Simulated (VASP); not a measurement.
Al4CN4: single point with PBE

The system is Al4CN4, a slab with vacuum.

```
Al N C
1.0
     3.12977    0.00000    0.00000
     0.00000    5.01730    0.00000
     0.00000    0.00000   19.06203
Al N C
4 4 1
Direct
  0.00000 0.99827 0.20984
  0.50000 0.49827 0.25724
  0.50000 0.99152 0.35770
  0.00000 0.46243 0.38681
  0.00000 0.61673 0.20984
  0.50000 0.11673 0.25724
  0.50000 0.61437 0.35641
  0.00000 0.11123 0.39671
  0.00000 0.44456 0.49383
```

```yaml
Program: VASP 6.6.1
Task: single point
Functional: PBE
Potentials_or_basis: VASP PAW PBE potentials, release 64 (Al, N, C)
Cutoff: 520 eV
k_mesh: 9 × 6 × 1
Occupations: gaussian, width 0.05 eV
Spin: collinear spin
Starting_moments: "[0.0, 0.0, 0.0, 0.0, 0.0, 0.0, 0.0, 0.0, 2.0] μB"
```

```
Largest force                                         : 2.753 eV/Å
Band gap on the k mesh                                : zero (filled and empty bands overlap)
Net moment                                            : 2.00 μB per cell
Site moments                                          : Al +0.00, +0.03 (each value once); N +0.01, -0.01, +0.05, -0.05; C +0.96 μB
Valence electrons inside the program's atomic spheres : Al 0.75, 0.79, 0.81, 0.87; N 3.72, 3.80, 3.87, 3.81; C 2.07
```

Forces in eV/Å, atoms in the order of the input:
```
Al   0.000 -1.711  2.157
Al   0.000  1.023 -1.700
Al   0.000 -0.678 -0.001
Al   0.000  1.471  0.792
N    0.000  0.722  0.652
N    0.000  0.139 -0.812
N    0.000  0.007 -1.135
N    0.000 -0.275  0.058
C    0.000 -0.698 -0.011
```

Levels at points of the mesh, in eV from the Fermi level:
Spin up:
```csv
k point,band 15,band 16,band 17,band 18,band 19,band 20,band 21,band 22,band 23,band 24
"(0.00, 0.00, 0.00)",-1.90,-1.74,-1.01,-0.98,-0.12,0.26,0.77,3.81,4.12,4.86
"(0.00, 0.50, 0.00)",-2.17,-2.01,-1.21,-1.20,0.05,0.27,0.96,4.30,4.63,4.99
```
Spin down:
```csv
k point,band 14,band 15,band 16,band 17,band 18,band 19,band 20,band 21
"(0.00, 0.00, 0.00)",-1.96,-1.89,-1.08,-0.97,0.17,0.87,1.26,3.29
"(0.00, 0.50, 0.00)",-2.30,-2.04,-1.37,-1.18,0.51,0.82,1.30,3.30
```

Wall time 13 min on 1 thread of Intel(R) Xeon(R) Platinum 8259CL CPU @ 2.50GHz (Skylake/Cascade Lake), on a shared host, peak memory 0.65 GiB.
